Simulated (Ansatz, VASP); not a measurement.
# Two plane-wave programs on GdHO2

```
Gd H O
1.0
     5.74917    0.00000    0.00000
     0.00000    5.74917    0.00000
     0.00000    0.00000    5.74917
Gd H O
4 4 8
Cartesian
  2.6738 3.1734 3.0694
  4.8127 2.9891 6.0138
  5.5372 0.1622 2.6425
  1.9904 0.1645 5.6019
  5.3323 5.5263 5.2060
  1.8506 3.7787 0.7187
  3.4197 1.1232 3.9004
  2.6382 1.0423 2.1596
  0.2561 1.1607 0.7225
  1.8071 0.9257 3.4982
  1.3077 4.1847 1.4763
  4.2961 4.1473 2.1023
  3.1935 1.4499 1.3978
  4.3070 1.5298 4.1325
  5.7571 4.7738 4.7253
  2.8731 3.8711 5.1178
```

Alike in both runs: task single point; functional PBEsol; k mesh 2 × 2 × 2; occupations gaussian, width 0.05 eV; collinear spin.

|  | VASP | Ansatz |
| --- | --- | --- |
| version | VASP 6.6.1 | Ansatz 0.2.0 |
| potentials or method | VASP PAW PBE potentials, release 64 (Gd, H, O), cutoff 520 eV | scalar-relativistic, plane waves, PAW |
| valence electrons in the cell | 124 | 124 |

```tsv
	VASP	Ansatz	Ansatz less VASP
gap on the k mesh at the Fermi level (eV)	3.19	3.17	-0.027
least direct gap on the mesh (eV)	3.24	3.22	-0.020
rms of the force components (eV/Å)	0.176	0.149	-0.0271
net moment per atom (μB)	1.75	1.75	0.000
size of the moment on the site where the two differ most (μB)	6.78	6.71	-0.068
```

VASP's potentials were made for PBE, not for PBEsol. Site moments also hang on the region over which each program counts them. Atom by atom the forces differ by 0.050 eV/Å (rms over components). With one functional, cell and mesh, what is left measures potentials, basis and numerics.

The k mesh is coarse, so the values compare programs but aren't converged. Spin-orbit coupling is off throughout.
